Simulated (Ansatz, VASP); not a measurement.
**One calculation of PtS2, two programs**

```
Pt S
1.0
     3.55262    0.00000    0.00000
    -1.77631    3.07666    0.00000
     0.00000    0.00000    5.12283
Pt S
1 2
Direct
  0.00000 0.00000 0.00000
  0.33333 0.66667 0.23925
  0.66667 0.33333 0.76075
```

Alike in both runs: task single point; functional PBE; k mesh 12 × 12 × 6; occupations fermi-dirac, width 0.02 eV; no spin polarisation.

|  | VASP | Ansatz |
| --- | --- | --- |
| version | VASP 6.6.1 | Ansatz 0.2.0 |
| potentials or method | VASP PAW PBE potentials, release 64 (Pt_sv_GW, S) | plane waves, PAW |
| plane-wave cutoff (eV) | 570 | 420 |
| valence electrons in the cell | 30 | 30 |

```csv
,VASP,Ansatz,Ansatz less VASP
pressure (GPa),2.9,3.6,+0.76
"traceless stress, the component that is largest in VASP (GPa)",-0.93,-1.02,-0.095
rms of the force components (eV/Å),0.019,0.031,+0.0122
```

Atom by atom the forces differ by 0.012 eV/Å (rms over components).

Spin-orbit coupling is off throughout.
